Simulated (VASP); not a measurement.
# Mg3SeS2 (Fmmm) in VASP: a series of runs, part 2 of 2

VASP 6.6.1.

### Step 3. Single point, PBE

This run uses another cell than the first one, of 28.53 Å³/atom.

File INCAR:

```
PREC = Accurate ; ENCUT = 520
EDIFF = 1E-6 ; ISMEAR = 0
SIGMA = 0.1 ; LREAL = F
LASPH = T ; NELM = 100
ALGO = Normal ; ISIF = 2
LWAVE = F ; LCHARG = F
GGA = PE ; NBANDS = 21
```

File KPOINTS:

```
Automatic mesh
0
Gamma
  8 8 8
```

File POSCAR:

```
Mg3SeS2
1.0
    0.0000000000      4.9156529843      6.3744257227
    2.7315575292      0.0000000000      6.3744257227
    2.7315575292      4.9156529843      0.0000000000
Mg Se S
3 1 2
Direct
    0.2077648737      0.2077648737      0.7922351263
    0.7922351263      0.7922351263      0.2077648737
    0.5000000000      0.5000000000      0.5000000000
    0.0000000000      0.0000000000      0.0000000000
    0.2525921664      0.7474078336      0.2525921664
    0.7474078336      0.2525921664      0.7474078336
```

Potentials or basis: VASP PAW PBE potentials, release 64 (Mg, Se, S).

Run with:

```
> cat potpaw_PBE.64/Mg/POTCAR potpaw_PBE.64/Se/POTCAR potpaw_PBE.64/S/POTCAR > POTCAR
> mpirun -np 1 vasp_std > vasp.out
```

OUTCAR:

```text
PREC = Accurate
   ENCUT = 520
   EDIFF = 1E-6
   ISMEAR = 0
   LREAL = F
   LASPH = T
   NELM = 100
   ISIF = 2
   GGA = PE

 ion  position               nearest neighbor table
   1  0.208  0.208  0.792-   4 2.65   2 2.94   2 2.94
   2  0.792  0.792  0.208-   4 2.65   1 2.94   1 2.94
   3  0.500  0.500  0.500-   5 2.43   6 2.43   4 2.73   4 2.73
   4  0.000  0.000  0.000-   5 2.48   6 2.48   1 2.65   2 2.65   3 2.73   3 2.73
   5  0.253  0.747  0.253-   3 2.43   4 2.48   6 2.73   6 2.73
   6  0.747  0.253  0.747-   3 2.43   4 2.48   5 2.73   5 2.73

  LATTYP: Found a face centered orthorhombic cell.
 ALAT       =     5.4631150584
 B/A-ratio  =     1.7995787867
 C/A-ratio  =     2.3336230903

  Lattice vectors:

 A1 = (   0.0000000000,   4.9156529843,   6.3744257227)
 A2 = (   2.7315575292,   0.0000000000,   6.3744257227)
 A3 = (   2.7315575292,   4.9156529843,   0.0000000000)

Analysis of symmetry for initial positions (statically):
=====================================================================
 Subroutine PRICEL returns:
 Original cell was already a primitive cell.

[... 180 lines left out ...]
 cond. band min:       2.1095693542   @ k =  -0.3750   0.3750   0.0000
 fundamental gap:      0.0071536034
 Fermi energy:         2.1076939599

 k-point     1 :       0.0000    0.0000    0.0000
  band No.  band energies     occupation
      1     -13.0930      2.00000
      2     -10.0321      2.00000
      3      -9.4841      2.00000
      4      -4.2066      2.00000
      5      -3.0955      2.00000
      6      -2.9595      2.00000
[... 565 lines left out ...]
     20       7.2481      0.00000
     21       7.4116      0.00000

 [... further k-points ...]

------------------------ aborting loop because EDIFF is reached ----------------------------------------

  FORCE on cell =-STRESS in cart. coord.  units (eV):
  Direction    XX          YY          ZZ          XY          YZ          ZX
  --------------------------------------------------------------------------------------
  -------------------------------------------------------------------------------------
  Total       -0.0808284     -0.0992775     -0.0478688      0.0000000      0.0000000      0.0000000
  in kB       -0.7565050     -0.9291781     -0.4480236      0.0000000      0.0000000      0.0000000
  external PRESSURE =      -0.7112356 kB  Pullay stress =       0.0000000 kB

 VOLUME and BASIS-vectors are now :
 -----------------------------------------------------------------------------
  energy-cutoff  :      520.00
  volume of cell :      171.18
      direct lattice vectors                 reciprocal lattice vectors
     0.000000000  4.915652984  6.374425723    -0.183045751  0.101715886  0.078438438
     2.731557529  0.000000000  6.374425723     0.183045751 -0.101715886  0.078438438
     2.731557529  4.915652984  0.000000000     0.183045751  0.101715886 -0.078438438

 POSITION                                       TOTAL-FORCE (eV/Angst)
 -----------------------------------------------------------------------------------
      2.73156      4.91565      2.64876         0.000000      0.000000      0.001687
      2.73156      4.91565     10.10009         0.000000      0.000000     -0.001687
      2.73156      4.91565      6.37443        -0.000000     -0.000000      0.000000
      0.00000      0.00000      0.00000         0.000000      0.000000      0.000000
      2.73156      2.48331      6.37443         0.000000      0.003452      0.000000
      2.73156      7.34800      6.37443         0.000000     -0.003452      0.000000
 -----------------------------------------------------------------------------------
    total drift:                               -0.000000     -0.000000     -0.000000

  FREE ENERGIE OF THE ION-ELECTRON SYSTEM (eV)
  ---------------------------------------------------
  free  energy   TOTEN  =       -16.4549716765 eV

  energy  without entropy=      -16.4467594455  energy(sigma->0) =      -16.45086556
```

stdout:

```text
POSCAR found type information on POSCAR MgSeS
 POSCAR found :  3 types and       6 ions
 scaLAPACK will be used
 LDA part: xc-table for (Slater+PW92), standard interpolation
 POSCAR, INCAR and KPOINTS ok, starting setup
 FFT: planning ... GRIDC
 FFT: planning ... GRID_SOFT
 FFT: planning ... GRID
 WAVECAR not read
 entering main loop
```

It took 6.5 min on 1 thread of AMD EPYC 9R45 (Zen 5), shared host; peak memory 0.57 GiB.

Results:

```yaml
Free_energy: -16.4550 eV
Pressure: -0.1 GPa
Largest_force: 0.003 eV/Å
Band_gap_on_the_k_mesh: zero (bands 12 and 13 overlap by 2.28 eV)
```

Forces in eV/Å, atoms in the order of the input:
```
Mg   0.000  0.000  0.002
Mg   0.000  0.000 -0.002
Mg   0.000  0.000  0.000
Se   0.000  0.000  0.000
S    0.000  0.003  0.000
S    0.000 -0.003  0.000
```

Levels at points of the mesh, in eV from the Fermi level:
| k point | band 8 | band 9 | band 10 | band 11 | band 12 | band 13 | band 14 | band 15 | band 16 | band 17 |
| --- | --- | --- | --- | --- | --- | --- | --- | --- | --- | --- |
| (0.00, 0.00, 0.00) | -3.70 | -2.52 | -2.05 | -1.29 | 1.03 | 1.82 | 2.05 | 2.25 | 3.01 | 3.03 |
| (0.50, 0.00, 0.00) | -2.74 | -2.00 | -1.79 | -1.72 | -1.44 | -0.90 | 1.29 | 1.53 | 2.78 | 2.88 |
| (0.50, 0.50, 0.00) | -3.21 | -2.08 | -1.72 | -1.22 | 1.13 | 1.65 | 2.04 | 2.17 | 2.29 | 2.33 |
| (0.50, 0.00, 0.50) | -3.18 | -2.69 | -2.54 | -1.27 | 0.23 | 0.63 | 1.07 | 2.07 | 2.31 | 2.32 |
| (0.00, 0.50, 0.50) | -3.39 | -2.71 | -1.94 | -0.51 | 0.78 | 0.82 | 1.36 | 1.48 | 1.98 | 2.31 |
